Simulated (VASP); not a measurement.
Wanted: the native input for a VASP 6.6.1 run.

```yaml
Task: single point
Functional: PBEsol
Potentials_or_basis: VASP PAW PBE potentials, release 64 (Ba_sv, Ti_sv, O)
Cutoff: 520 eV
k_mesh: 4 × 4 × 4
Occupations: gaussian, width 0.01 eV
Spin: no spin polarisation
Dipole_correction: no
Further_INCAR_settings: ALGO = Normal; EDIFF = 1e-06; NBANDS = 28
```

The structure of BaTiO3 lies in POSCAR:

```
BaTiO3
1.0
    2.8185043947      1.6272642710      2.3110542002
   -2.8185043947      1.6272642710      2.3110542002
    0.0000000000     -3.2545285419      2.3110542002
Ba Ti O
1 1 3
Direct
   -0.0030252973     -0.0030252973     -0.0030252973
    0.4852047413      0.4852047413      0.4852047413
    0.5102471674      0.5102471674      0.0165262212
    0.0165262212      0.5102471674      0.5102471674
    0.5102471674      0.0165262212      0.5102471674
```

The input as run:

INCAR

```
SYSTEM = BaTiO3
PREC = Accurate ; ENCUT = 520
EDIFF = 1E-6 ; ISMEAR = 0
SIGMA = 0.01 ; LREAL = .False.
LASPH = .True. ; NELM = 60
ALGO = Normal ; ISIF = 2
LWAVE = .False. ; LCHARG = .True.
GGA = PS ; LELF = .True.
LVHAR = .True. ; NBANDS = 28
```

KPOINTS

```
Automatic mesh
0
Gamma
  4 4 4
  0 0 0
```

Potentials or basis: VASP PAW PBE potentials, release 64 (Ba_sv, Ti_sv, O).

The run is started by

```console
$ cat potpaw_PBE.64/Ba_sv/POTCAR potpaw_PBE.64/Ti_sv/POTCAR potpaw_PBE.64/O/POTCAR > POTCAR
$ mpirun -np 1 vasp_std > vasp.out
```

Results of the run:

```yaml
Pressure: 1.9 GPa
Largest_force: 0.061 eV/Å
Band_gap_on_the_k_mesh: 2.33 eV, indirect (least direct gap 2.71 eV)
```

Caveat: the PAW data sets were made with another functional, which shifts forces and pressure a little; spin-orbit coupling is left out, which moves the levels of the heavy elements.

Run time: 36 s on 1 thread of AMD EPYC 7R13, with other jobs on the host, peak memory 0.15 GiB.
